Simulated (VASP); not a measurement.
Input of a VASP 6.6.1 run:

File POSCAR:

```
NaF
1.0
    0.0000000000      2.3504971257      2.3504971257
    2.3504971257      0.0000000000      2.3504971257
    2.3504971257      2.3504971257      0.0000000000
Na F
1 1
Direct
    0.5000000000      0.5000000000      0.5000000000
    0.0000000000      0.0000000000      0.0000000000
```

The input INCAR.step1:

```
SYSTEM = NaF
ALGO = Normal
EDIFF = 1E-5
ENCUT = 520
GGA = PE
ISIF = 2
ISMEAR = 0
LASPH = .TRUE.
LCHARG = .FALSE.
LREAL = .FALSE.
LWAVE = .TRUE.
NBANDS = 14
NELM = 80
PREC = Accurate
SIGMA = 0.02
```

INCAR.step2

```
SYSTEM = NaF
ALGO = Normal
EDIFF = 1E-7
ENCUT = 520
GGA = PE
HFSCREEN = 0.2079
ISIF = 2
ISMEAR = 0
ISTART = 1
LASPH = .TRUE.
LCHARG = .FALSE.
LHFCALC = .TRUE.
LREAL = .FALSE.
LWAVE = .FALSE.
NBANDS = 14
NELM = 80
PREC = Accurate
PRECFOCK = Normal
SIGMA = 0.02
```

The input KPOINTS:

```
k-points
0
G
  6 6 6
  0 0 0
```

Potentials or basis: VASP PAW PBE potentials, release 64 (Na_pv, F).

Command:

```bash
$ cat potpaw_PBE.64/Na_pv/POTCAR potpaw_PBE.64/F/POTCAR > POTCAR
$ cp INCAR.step1 INCAR
$ mpirun -np 1 vasp_std > vasp.out
$ cp INCAR.step2 INCAR
$ mpirun -np 1 vasp_std > vasp.out
```

Task: What does it give for the band gap on the k mesh?

Result: 8.20 eV.

Task: What does it give for the pressure?

Result: -1.8 GPa.

Caveat: the PAW data sets were made with another functional, which shifts forces and pressure a little.
